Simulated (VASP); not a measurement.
Write the native input for VASP 6.6.1 that does the following.

| Property | Result |
| --- | --- |
| Task | single point |
| Functional | PBEsol |
| Potentials or basis | VASP PAW PBE potentials, release 64 (Ta_pv) |
| Cutoff | 520 eV |
| k mesh | 16 × 16 × 16 |
| Occupations | gaussian, width 0.1 eV |
| Spin | no spin polarisation |
| Dipole correction | no |
| Further INCAR settings | ALGO = Fast; EDIFF = 1e-06; NBANDS = 18 |

The structure of Ta lies in POSCAR:

```
Ta
1.0
    3.2148724451      0.0000000000      0.0000000000
    0.0000000000      3.2148724451      0.0000000000
    0.0000000000      0.0000000000      3.3198478719
Ta
2
Direct
    0.0000000000      0.0000000000      0.0000000000
    0.5000000000      0.5000000000      0.5000000000
```

This cell differs from its parent crystal: biaxial strain in the a-b plane: -2.0 %.

One way to write it, as run:

INCAR

```
PREC     = Accurate       # precision mode
ENCUT    = 520            # plane-wave cutoff, eV
EDIFF    = 1E-6           # SCF threshold, eV
ISMEAR   = 0              # smearing method
SIGMA    = 0.1            # smearing width, eV
LREAL    = False          # projectors in reciprocal space
LASPH    = True           # aspherical terms in the spheres
NELM     = 60             # most SCF steps
ALGO     = Fast           # electronic algorithm
ISIF     = 2              # what is computed and relaxed
LWAVE    = False          # write WAVECAR
LCHARG   = False          # write CHGCAR
GGA      = PS             # functional
NBANDS   = 18             # bands
```

KPOINTS

```
Automatic mesh
0
Gamma
  16 16 16
```

Potentials or basis: VASP PAW PBE potentials, release 64 (Ta_pv).

Command:

```bash
$ cat potpaw_PBE.64/Ta_pv/POTCAR > POTCAR
$ mpirun -np 1 vasp_std > vasp.out
```

Results of the run:

```
Pressure               : 6.7 GPa
Band gap on the k mesh : zero (band 11 reaches 7.74 eV, above the bottom of band 12 at 4.53 eV)
```

Caveat: the cell differs from its parent crystal (biaxial strain in the a-b plane: -2.0 %); the PAW data sets were made with another functional, which shifts forces and pressure a little; spin-orbit coupling is left out, which moves the levels of the heavy elements.

Run time: 120 s on 1 thread of Intel(R) Xeon(R) Platinum 8259CL CPU @ 2.50GHz (Skylake/Cascade Lake), on a shared host, peak memory 0.3 GiB.
